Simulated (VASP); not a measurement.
Runs of VASP 6.6.1 on B. The structure is that of space group P6_3/mmc (No. 194), or close to it. The cells are those of the table. 

| task | potentials or basis | cell | k mesh | cutoff (eV) | second run | gap on the mesh (eV) | pressure (GPa) | relaxed volume (Å³/atom) |
| --- | --- | --- | --- | --- | --- | --- | --- | --- |
| single point | VASP PAW PBE potentials, release 64 (B) | a = 1.724, b = 1.724, c = 10.657 Å, angles 90.0, 90.0, 120.0°, 2 atoms | 17 × 17 × 9 | 520 | - | none | -0.1 | - |
| relaxation of cell and atoms | VASP PAW PBE potentials, release 64 (B) | relaxed from a = 2.101, b = 2.101, c = 3.430 Å, angles 90.0, 90.0, 120.0°, 2 atoms | 17 × 17 × 9 | 600 | - | none | 0.1 | (b) |
| single point | VASP PAW PBE potentials, release 64 (B) | a = 1.769, b = 1.769, c = 10.933 Å, angles 90.0, 90.0, 120.0°, 2 atoms | 23 × 23 × 4 | 520 | - | none | -8.9 | - |
| single point | VASP PAW PBE potentials, release 64 (B) | a = 1.791, b = 1.791, c = 11.067 Å, angles 90.0, 90.0, 120.0°, 2 atoms | 23 × 23 × 4 | 520 | - | none | (a) | - |
| single point | VASP PAW PBE potentials, release 64 (B) | a = 1.677, b = 1.677, c = 10.364 Å, angles 90.0, 90.0, 120.0°, 2 atoms | 23 × 23 × 4 | 520 | - | none | 10.4 | - |
| relaxation of cell and atoms | VASP PAW PBE potentials, release 64 (B_h) | relaxed from a = 2.101, b = 2.101, c = 3.430 Å, angles 90.0, 90.0, 120.0°, 2 atoms | 17 × 17 × 9 | 910 | hard_potentials | none | 0.1 | 7.73 |
| single point | VASP PAW PBE potentials, release 64 (B) | a = 1.724, b = 1.724, c = 10.657 Å, angles 90.0, 90.0, 120.0°, 2 atoms | 23 × 23 × 4 | 520 | - | none | -1.2 | - |

Alike in all rows: level RPBE; no spin polarisation; smearing fermi-dirac 0.1 eV.

Fill in the values left out.

(a) -11.5; (b) 7.99.

Caveats: the PAW data sets were made with another functional, which shifts forces and pressure a little; this functional lacks dispersion, which binds the layers, so the pressure and a relaxed spacing across them are unreliable (some runs); the volume moved by over 15 % at a fixed basis, so the end points are rough (some runs).

A gap of «none» marks levels without a gap at the run's occupations.
